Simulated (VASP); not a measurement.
BiTe:

```xyz
2
Lattice="2.4227 1.3988 3.3173 -2.4227 1.3988 3.3173 0.0000 -2.7975 3.3173" Properties=species:S:1:pos:R:3 pbc="T T T"
Bi    0.0000    0.0000    4.9759
Te    0.0000    0.0000    0.0000
```

Base run:

```yaml
Program: VASP 6.6.1
Functional: PBE
Potentials_or_basis: VASP PAW PBE potentials, release 64 (Bi_d, Te)
Cutoff: 520 eV
k_mesh: 7 × 7 × 7
Occupations: fermi-dirac, width 0.05 eV
Spin: no spin polarisation
```

Its results: pressure 0.1 GPa.

After a change of settings the same cell gave: pressure -0.6 GPa. Which change was it?
A. functional from PBE to PBEsol; k mesh from 7 × 7 × 7 to 5 × 5 × 5
B. functional from PBE to LDA; potentials or basis from VASP PAW PBE potentials, release 64 (Bi_d, Te) to VASP PAW LDA potentials, release 64 (Bi_d, Te)
C. functional from PBE to r2SCAN
D. functional from PBE to PBEsol; further incar settings from ALGO = Normal; EDIFF = 1e-06; NBANDS = 18 to ALGO = Normal; EDIFF = 1e-07; NBANDS = 18

C.

Caveats: the PAW data sets were made with another functional, which shifts forces and pressure a little (some runs).
